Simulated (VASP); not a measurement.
# CaB15N16 (a cell with a defect) in VASP: a series of runs

The runs below take CaB15N16 (a cell with a defect) through single point, with PBE.

All numbers are computed with VASP 6.6.1; they aren't measurements. Logs are shortened: lines on timing, memory, paths and dates and some standing lists are left out, and cuts for length are marked.

### 1 The cell of the first run

The cell holds a defect, 32 atoms: a = 6.277 Å, b = 6.277 Å, c = 6.277 Å, α = 109.47°, β = 109.47°, γ = 109.47°.

### 2 Single point, PBE

Input file INCAR:

```
SYSTEM = CaB15N16
ALGO = Normal ; EDIFF = 1E-7
ENCUT = 520 ; GGA = PE
ISIF = 2 ; ISMEAR = 0
LASPH = .TRUE. ; LCHARG = .FALSE.
LREAL = Auto ; LWAVE = .FALSE.
NBANDS = 90 ; NELECT = 134.0
NELM = 80 ; PREC = Accurate
SIGMA = 0.01
```

Input file KPOINTS:

```
Automatic mesh
0
Gamma
  1 1 1
  0.25 0.25 0.25
```

Input file POSCAR:

```
CaB15N16
1.0
   -3.6241103800      3.6241103800     -3.6241103800
    3.6241103800      3.6241103800      3.6241103800
    3.6241103800     -3.6241103800     -3.6241103800
B Ca N
15 1 16
Direct
   -0.0117506330     -0.0089258129     -0.0031318619
   -0.0119779456      0.2500917803      0.7563599609
    0.0047763955      0.5085412124      0.4978504125
   -0.0122131980      0.7433966196      0.2384445817
    0.2398013349     -0.0078305166      0.7576820661
    0.2466873877      0.5082420421      0.2559228050
    0.2499532312      0.7498135489      0.0008211757
    0.5067042954     -0.0082764315      0.4904977681
    0.5051879479      0.2495162467      0.2385631645
    0.4977293797      0.5078933090      0.0156081148
    0.4939814459      0.7562030692      0.7450304294
    0.7466198899     -0.0086606957      0.2390776439
    0.7419273925      0.2498054147     -0.0071979302
    0.7644591648      0.5074203057      0.7482639261
    0.7498863568      0.7497938761      0.5007467584
    0.2963704775      0.2497521916      0.5472112795
   -0.0416001877     -0.0416817294      0.2086002886
   -0.0068712267      0.2497019650      0.0105879992
    0.0091241948      0.5038819872      0.7532249292
   -0.0061799135      0.7532556602      0.4982605794
    0.2482816073     -0.0042858778      0.0058761578
    0.2332885406      0.2504816542      0.8248344696
    0.2492512108      0.5412585973      0.5007244374
    0.2474868173      0.7527921635      0.2446604587
    0.4974032650      0.0105632157      0.7480740366
    0.5733321539      0.2491155919      0.4834666531
    0.5021977960      0.5035751106      0.2601900621
    0.4908144246      0.7468235670     -0.0046475886
    0.7555968487     -0.0039629811      0.4992834352
    0.7598412894      0.2498979135      0.2441029371
    0.7364635065      0.4890498764     -0.0124959933
    0.7439392837      0.7463367666      0.7412045089
```

Potentials or basis: VASP PAW PBE potentials, release 64 (B, Ca_sv, N).

Command:

```bash
$ cat potpaw_PBE.64/B/POTCAR potpaw_PBE.64/Ca_sv/POTCAR potpaw_PBE.64/N/POTCAR > POTCAR
$ mpirun -np 1 vasp_std > vasp.out
```

OUTCAR:

```text
SYSTEM = CaB15N16
   EDIFF = 1E-7
   ENCUT = 520
   GGA = PE
   ISIF = 2
   ISMEAR = 0
   LASPH = .TRUE.
   LREAL = Auto
   NELECT = 134.0
   NELM = 80
   PREC = Accurate

 ion  position               nearest neighbor table
   1  0.988  0.991  0.997-  17 1.47  32 1.56  18 1.59  21 1.60
   2  0.988  0.250  0.756-  22 1.45  19 1.56  29 1.56  18 1.59
   3  0.005  0.509  0.498-  23 1.47  20 1.56  30 1.59  19 1.60
   4  0.988  0.743  0.238-  17 1.48  31 1.58  24 1.60  20 1.60  16 2.63
   5  0.240  0.992  0.758-  21 1.53  22 1.55  20 1.56  25 1.61  16 2.42
   6  0.247  0.508  0.256-  23 1.47  24 1.56  18 1.59  27 1.61
   7  0.250  0.750  0.001-  24 1.53  28 1.53  21 1.54  19 1.54
   8  0.507  0.992  0.490-  29 1.54  26 1.55  24 1.56  25 1.60  16 2.42
   9  0.505  0.250  0.239-  26 1.45  21 1.56  27 1.56  30 1.59
  10  0.498  0.508  0.016-  27 1.54  22 1.55  28 1.56  31 1.60  16 2.42
  11  0.494  0.756  0.745-  23 1.48  25 1.58  28 1.60  32 1.60  16 2.63
  12  0.747  0.991  0.239-  17 1.47  28 1.56  30 1.59  29 1.61
  13  0.742  0.250  0.993-  25 1.52  31 1.52  30 1.54  18 1.54
  14  0.764  0.507  0.748-  19 1.53  26 1.55  32 1.56  31 1.61  16 2.42
  15  0.750  0.750  0.501-  32 1.53  20 1.53  27 1.54  29 1.54
  16  0.296  0.250  0.547-  22 1.91  26 1.91  17 2.04  23 2.04   5 2.42  14 2.42   8 2.42  10 2.42
                             4 2.63  11 2.63
  17  0.958  0.958  0.209-   1 1.47  12 1.47   4 1.48  16 2.04
  18  0.993  0.250  0.011-  13 1.54   1 1.59   2 1.59   6 1.59
  19  0.009  0.504  0.753-  14 1.53   7 1.54   2 1.56   3 1.60
  20  0.994  0.753  0.498-  15 1.53   3 1.56   5 1.56   4 1.60
  21  0.248  0.996  0.006-   5 1.53   7 1.54   9 1.56   1 1.60
  22  0.233  0.250  0.825-   2 1.45  10 1.55   5 1.55  16 1.91
[... 8 lines left out ...]
  31  0.736  0.489  0.988-  13 1.52   4 1.58  10 1.60  14 1.61
  32  0.744  0.746  0.741-  15 1.53   1 1.56  14 1.56  11 1.60

  LATTYP: Found a body centered cubic cell.
 ALAT       =     7.2482207600

  Lattice vectors:

 A1 = (  -3.6241103800,   3.6241103800,  -3.6241103800)
 A2 = (   3.6241103800,   3.6241103800,   3.6241103800)
 A3 = (   3.6241103800,  -3.6241103800,  -3.6241103800)

Analysis of symmetry for initial positions (statically):
=====================================================================
 Subroutine PRICEL returns:
 Original cell was already a primitive cell.

 Routine SETGRP: Setting up the symmetry group for a
 body centered cubic supercell.

 Subroutine GETGRP returns: Found  1 space group operations
 (whereof  1 operations were pure point group operations)
 out of a pool of 48 trial point group operations.

The static configuration has the point symmetry C_1 .

Analysis of symmetry for dynamics (positions and initial velocities):
=====================================================================
 Subroutine PRICEL returns:
 Original cell was already a primitive cell.

 Routine SETGRP: Setting up the symmetry group for a
 body centered cubic supercell.

 Subroutine GETGRP returns: Found  1 space group operations
 (whereof  1 operations were pure point group operations)
 out of a pool of 48 trial point group operations.

The dynamic configuration has the point symmetry C_1 .

 Subroutine INISYM returns: Found  1 space group operations
 (whereof  1 operations are pure point group operations),
 and found     1 'primitive' translations

----------------------------------------------------------------------------------------

                                     Primitive cell

  volume of cell :     190.3988

  direct lattice vectors                    reciprocal lattice vectors
    -3.624110380  3.624110380 -3.624110380     0.000000000  0.137964893 -0.137964893
     3.624110380  3.624110380  3.624110380     0.137964893  0.137964893  0.000000000
     3.624110380 -3.624110380 -3.624110380     0.137964893  0.000000000 -0.137964893

  length of vectors
     6.277143310  6.277143310  6.277143310     0.195111823  0.195111823  0.195111823

  position of ions in fractional coordinates (direct lattice)
     0.988249367  0.991074187  0.996868138
     0.988022054  0.250091780  0.756359961
     0.004776396  0.508541212  0.497850413
     0.987786802  0.743396620  0.238444582
     0.239801335  0.992169483  0.757682066
     0.246687388  0.508242042  0.255922805
[... 24 lines left out ...]
     0.736463507  0.489049876  0.987504007
     0.743939284  0.746336767  0.741204509

  ion indices of the primitive-cell ions
   primitive index   ion index
                 1           1
                 2           2
                 3           3
                 4           4
                 5           5
                 6           6
[... 24 lines left out ...]
                31          31
                32          32

----------------------------------------------------------------------------------------

 KPOINTS: Automatic mesh

Automatic generation of k-mesh.
 Grid dimensions read from file:
 generate k-points for:    1    1    1

 Generating k-lattice:

  Cartesian coordinates                     Fractional coordinates (reciprocal lattice)
     0.000000000  0.137964893 -0.137964893     1.000000000  0.000000000  0.000000000
     0.137964893  0.137964893  0.000000000     0.000000000  1.000000000  0.000000000
     0.137964893  0.000000000 -0.137964893     0.000000000  0.000000000  1.000000000

  Length of vectors
     0.195111823  0.195111823  0.195111823

  Shift w.r.t. Gamma in fractional coordinates (k-lattice)
     0.250000000  0.250000000  0.250000000

 Subroutine IBZKPT returns following result:
 ===========================================

 Found      1 irreducible k-points:

 Following reciprocal coordinates:
            Coordinates               Weight
  0.250000  0.250000  0.250000      2.000000
   k-points           NKPTS =      1   k-points in BZ     NKDIM =      1   number of bands    NBANDS=     90
   number of dos      NEDOS =    301   number of ions     NIONS =     32
   total plane-waves  NPLWV = 110592
   dimension x,y,z NGX =    48 NGY =   48 NGZ =   48
   dimension x,y,z NGXF=    96 NGYF=   96 NGZF=   96
   ions per type =              15   1  16
   NGX,Y,Z   is equivalent  to a cutoff of  12.71, 12.71, 12.71 a.u.
   NGXF,Y,Z  is equivalent  to a cutoff of  25.42, 25.42, 25.42 a.u.
 SYSTEM =  CaB15N16
   PREC   = accura    normal or accurate (medium, high low for compatibility)
   ISTART =      0    job   : 0-new  1-cont  2-samecut
   ICHARG =      2    charge: 1-file 2-atom 10-const
   ISPIN  =      1    spin polarized calculation?
   LNONCOLLINEAR =      F non collinear calculations
   LSORBIT =      F    spin-orbit coupling
   LASPH  =      T    aspherical Exc in radial PAW
   ENCUT  =  520.0 eV  38.22 Ry    6.18 a.u.  11.67 11.67 11.67*2*pi/ulx,y,z
   NELM   =     80;   NELMIN=  2; NELMDL= -5     # of ELM steps
   EDIFF  = 0.1E-06   stopping-criterion for ELM
   LREAL  =      T    real-space projection
   EDIFFG = 0.1E-05   stopping-criterion for IOM
   NSW    =      0    number of steps for IOM
   IBRION =     -1    ionic relax: 0-MD 1-quasi-New 2-CG
   NFREE  =      0    steps in history (QN), initial steepest desc. (CG)
   ISIF   =      2    stress and relaxation
   ISYM   =      2    0-nonsym 1-usesym 2-fastsym
   POTIM  = 0.5000    time-step for ionic-motion
   TEBEG  =    0.0;   TEEND  =   0.0 temperature during run
   PSTRESS=    0.0 pullay stress
   NELECT =     134.0000    total number of electrons
   NUPDOWN=      -1.0000    fix difference up-down
   EMIN   =  10.00;   EMAX   =-10.00  energy-range for DOS
   EFERMI =   0.00;   METHOD = LEGACY
   ISMEAR =     0;   SIGMA  =   0.01  broadening in eV -4-tet -1-fermi 0-gaus
   EFERMI_NEDOS =   21; number of points for ismear=-14 and -15
   IALGO  =     38    algorithm
   IMIX   =      4    mixing-type and parameters
     AMIX     =   0.40;   BMIX     =  1.00
     AMIX_MAG =   1.60;   BMIX_MAG =  1.00
  volume/ion in A,a.u.               =       5.95        40.15
  Fermi-wavevector in a.u.,A,eV,Ry     =   1.456202  2.751823 28.851492  2.120525
  Thomas-Fermi vector in A             =   2.573148
   LORBIT       =      0    0 simple, 1 ext, 2 COOP (PROOUT), +10 PAW based schemes
   GGA     = PE    functional components
   LHFCALC =     F    Hartree Fock is set to
   AEXX    =    0.0000 exact exchange contribution
   IVDW    =     0    specifies the selected vdW correction
   LEPSILON=     F    determine dielectric tensor
   LRPA    =     F    only Hartree local field effects (RPA)
 non-spin polarized calculation
 Gauss-broadening in eV      SIGMA  =   0.01
  energy-cutoff  :      520.00
  volume of cell :      190.40
 maximum number of plane-waves:      5072
 NGX is ok and might be reduce to    48
   NGX = 23   NGY = 23   NGZ = 23

 number of electron     134.0000004 magnetization

 Free energy of the ion-electron system (eV)
  ---------------------------------------------------
  ext. energy  EPLUGINS =         0.00000000
  ---------------------------------------------------
  free energy    TOTEN  =      -270.42085994 eV

  energy without entropy =     -270.42085994  energy(sigma->0) =     -270.42085994

 E-fermi :   7.9647     XC(G=0): -12.8981

 val. band max:        7.8957551886   @ k =   0.2500   0.2500   0.2500
 cond. band min:       8.0435136168   @ k =   0.2500   0.2500   0.2500
 fundamental gap:      0.1477584282
 Fermi energy:         7.9647425636

 k-point     1 :       0.2500    0.2500    0.2500
  band No.  band energies     occupation
      1     -29.7507      2.00000
      2     -13.1410      2.00000
      3     -12.3113      2.00000
      4     -11.9165      2.00000
      5     -10.9703      2.00000
      6     -10.9145      2.00000
[... 71 lines left out ...]
     78      15.1676      0.00000
     79      15.5797      0.00000
 [bands above 79 left out]

------------------------ aborting loop because EDIFF is reached ----------------------------------------

  FORCE on cell =-STRESS in cart. coord.  units (eV):
  Direction    XX          YY          ZZ          XY          YZ          ZX
  --------------------------------------------------------------------------------------
  -------------------------------------------------------------------------------------
  Total       23.4740120     23.4058588     23.0218626     -7.0936820     -0.0047110     -0.0029346
  in kB      197.5302732    196.9567736    193.7255042    -59.6922649     -0.0396421     -0.0246942
  external PRESSURE =     196.0708504 kB  Pullay stress =       0.0000000 kB

 VOLUME and BASIS-vectors are now :
 -----------------------------------------------------------------------------
  energy-cutoff  :      520.00
  volume of cell :      190.40
      direct lattice vectors                 reciprocal lattice vectors
    -3.624110380  3.624110380 -3.624110380     0.000000000  0.137964893 -0.137964893
     3.624110380  3.624110380  3.624110380     0.137964893  0.137964893  0.000000000
     3.624110380 -3.624110380 -3.624110380     0.137964893  0.000000000 -0.137964893

 POSITION                                       TOTAL-FORCE (eV/Angst)
 -----------------------------------------------------------------------------------
      3.62300      3.56053     -3.60252        -0.004396      0.017440      0.002722
      0.06679      1.74593     -5.41547         0.008104     -0.014935      0.022055
      3.62996      0.05605      0.02143         0.002786     -0.021026      0.003015
     -0.02155      5.40985     -1.74985        -0.010263     -0.010504     -0.012468
      5.47259      1.71887     -0.01926        -0.021226     -0.003525     -0.006208
      1.87540      1.80846      0.02041        -0.020635      0.007272      0.004230
[... 24 lines left out ...]
      2.68217      0.86257     -4.47548         0.000020      0.009427      0.003073
      2.69490      2.71472     -2.67752         0.004845     -0.005156      0.000397
 -----------------------------------------------------------------------------------
    total drift:                               -0.001393      0.002206      0.002593

  FREE ENERGIE OF THE ION-ELECTRON SYSTEM (eV)
  ---------------------------------------------------
  free  energy   TOTEN  =      -270.4208599384 eV

  energy  without entropy=     -270.4208599384  energy(sigma->0) =     -270.42085994
```

It took 68 s on 1 thread of Intel Xeon Platinum 8488C (Sapphire Rapids), shared host; peak memory 0.32 GiB.

What came out:

* Free energy: -270.4209 eV
* Largest force: 0.130 eV/Å

Forces on the atoms (eV/Å):
```
B   -0.004  0.017  0.003
B    0.008 -0.015  0.022
B    0.003 -0.021  0.003
B   -0.010 -0.011 -0.012
B   -0.021 -0.004 -0.006
B   -0.021  0.007  0.004
B   -0.003  0.001  0.000
B   -0.004 -0.020 -0.010
B   -0.008  0.014  0.017
B    0.004  0.018 -0.010
B    0.008  0.011 -0.016
B    0.023 -0.005  0.002
B   -0.002  0.002 -0.008
B    0.023  0.003 -0.008
B   -0.001  0.003  0.001
Ca   0.002  0.001  0.041
N   -0.018 -0.039  0.031
N   -0.003  0.006 -0.007
N   -0.014  0.002  0.002
N   -0.005  0.005  0.001
N    0.017 -0.001  0.002
N    0.079 -0.090 -0.051
N    0.022  0.036  0.031
N    0.008 -0.007  0.004
N   -0.002 -0.010  0.003
N   -0.079  0.091 -0.045
N    0.001 -0.012  0.003
N   -0.008  0.006  0.005
N   -0.002  0.008  0.004
N    0.004 -0.005 -0.006
N    0.000  0.009  0.003
N    0.005 -0.005  0.000
```

Caveat: the k points lie up to 1.23 Å⁻¹ apart, too coarse for converged energies, forces and pressures; the cell carries a net charge on a neutralising background, which shifts energy and pressure; the cell is charged against a uniform background, so pressure and absolute levels hang on convention.

### 3 Single point, PBE

Input file INCAR:

```
SYSTEM = CaB15N16
  PREC = Accurate
  ENCUT = 520
  EDIFF = 1E-6
  ISMEAR = 0
  SIGMA = 0.01
  LREAL = Auto
  LASPH = .TRUE.
  NELM = 100
  ALGO = Normal
  ISIF = 2
  LWAVE = .FALSE.
  LCHARG = .FALSE.
  GGA = PE
  NBANDS = 90
  NELECT = 134.0
```

KPOINTS is that of step 2.

POSCAR: that of step 2 with these lines changed.

```diff
@@ -2,5 +2,5 @@
 1.0
-   -3.6241103800      3.6241103800     -3.6241103800
-    3.6241103800      3.6241103800      3.6241103800
-    3.6241103800     -3.6241103800     -3.6241103800
+   -3.6241103844      3.6241103844     -3.6241103844
+    3.6241103844      3.6241103844      3.6241103844
+    3.6241103844     -3.6241103844     -3.6241103844
 B Ca N
```

Potentials or basis: VASP PAW PBE potentials, release 64 (B, Ca_sv, N).

Command:

```bash
$ cat potpaw_PBE.64/B/POTCAR potpaw_PBE.64/Ca_sv/POTCAR potpaw_PBE.64/N/POTCAR > POTCAR
$ mpirun -np 1 vasp_std > vasp.out
```

Run time: 57 s. Hardware: 1 thread of Intel Xeon Platinum 8488C (Sapphire Rapids), shared host; peak memory 0.32 GiB.

Results (log left out):

```
Free energy   : -270.4209 eV
Largest force : 0.130 eV/Å
```

Forces on the atoms (eV/Å):
```
B   -0.004  0.017  0.003
B    0.008 -0.015  0.022
B    0.003 -0.021  0.003
B   -0.010 -0.010 -0.012
B   -0.021 -0.004 -0.006
B   -0.021  0.007  0.004
B   -0.003  0.001  0.000
B   -0.004 -0.020 -0.010
B   -0.008  0.014  0.017
B    0.004  0.018 -0.010
B    0.008  0.011 -0.016
B    0.023 -0.005  0.002
B   -0.002  0.002 -0.008
B    0.023  0.003 -0.008
B   -0.001  0.003  0.001
Ca   0.001  0.002  0.041
N   -0.018 -0.039  0.031
N   -0.003  0.006 -0.007
N   -0.014  0.002  0.002
N   -0.005  0.005  0.001
N    0.017 -0.001  0.002
N    0.079 -0.090 -0.051
N    0.022  0.036  0.031
N    0.008 -0.007  0.004
N   -0.002 -0.010  0.003
N   -0.079  0.091 -0.045
N    0.001 -0.012  0.003
N   -0.008  0.006  0.005
N   -0.002  0.008  0.004
N    0.004 -0.005 -0.006
N    0.000  0.009  0.003
N    0.005 -0.005  0.000
```

Levels at points of the mesh, in eV from the Fermi level:
| k point | band 65 | band 66 | band 67 | band 68 | band 69 | band 70 |
| --- | --- | --- | --- | --- | --- | --- |
| (0.25, 0.25, 0.25) | -1.40 | -0.28 | -0.07 | 0.08 | 5.75 | 5.81 |

Caveat: the k points lie up to 1.23 Å⁻¹ apart, too coarse for converged energies, forces and pressures; the cell carries a net charge on a neutralising background, which shifts energy and pressure; the cell is charged against a uniform background, so pressure and absolute levels hang on convention.
